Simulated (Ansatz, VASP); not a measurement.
## BeS in VASP and in Ansatz

The input POSCAR:

```
BeS
1.0
    0.0000000000      2.3172971969      2.3172971969
    2.3172971969      0.0000000000      2.3172971969
    2.3172971969      2.3172971969      0.0000000000
Be S
1 1
Direct
    0.0000000000      0.0000000000      0.0000000000
    0.5000000000      0.5000000000      0.5000000000
```

The input INCAR.step1:

```
PREC = Accurate
ENCUT = 520
EDIFF = 1E-5
ISMEAR = 0
SIGMA = 0.01
LREAL = False
LASPH = True
NELM = 100
ALGO = Normal
ISIF = 2
LWAVE = True
LCHARG = False
NBANDS = 11
GGA = PE
```

File INCAR.step2:

```
PREC = Accurate
ENCUT = 520
EDIFF = 1E-7
ISMEAR = 0
SIGMA = 0.01
LREAL = False
LASPH = True
NELM = 100
ALGO = Normal
ISIF = 2
LWAVE = False
LCHARG = False
GGA = PE
LHFCALC = True
HFSCREEN = 0.2079
PRECFOCK = Normal
NBANDS = 11
ISTART = 1
```

KPOINTS

```
Automatic mesh
0
Gamma
  4 4 4
```

Input for Ansatz:

```yaml
crystal:
  lattice:
    - [0.0, 2.3172971969, 2.3172971969]
    - [2.3172971969, 0.0, 2.3172971969]
    - [2.3172971969, 2.3172971969, 0.0]
  atoms:
    - { symbol: Be, position: [0.0, 0.0, 0.0] }
    - { symbol: S, position: [0.5, 0.5, 0.5] }
kpoints:
  mp_grid: { grid: [4, 4, 4] }
hamiltonian:
  xc: hse06
scf:
  occupations: { method: fixed }
  n_extra_bands: 4
output:
  forces: true
  stress: true
  eigenvalues: true
```

Alike in both runs: task single point; functional HSE06; k mesh 4 × 4 × 4; no spin polarisation.

```csv
,VASP,Ansatz
version,VASP 6.6.1,Ansatz 0.2.0
potentials or method,"VASP PAW PBE potentials, release 64 (Be, S)","plane waves, PAW"
plane-wave cutoff (eV),520,420
occupations,"gaussian, width 0.01 eV",fixed
valence electrons in the cell,8,8
```

Ansatz gave:

```
gap on the k mesh at the Fermi level (eV) : 2.08
pressure (GPa)                            : -0.5
```

Task: Which values does VASP return?

Result: gap on the k mesh at the Fermi level (eV): 2.07; pressure (GPa): -0.7.

Ansatz's warnings: stress exchange threshold loose, stress scf threshold loose.

The k mesh is coarse, so the values compare programs but aren't converged.
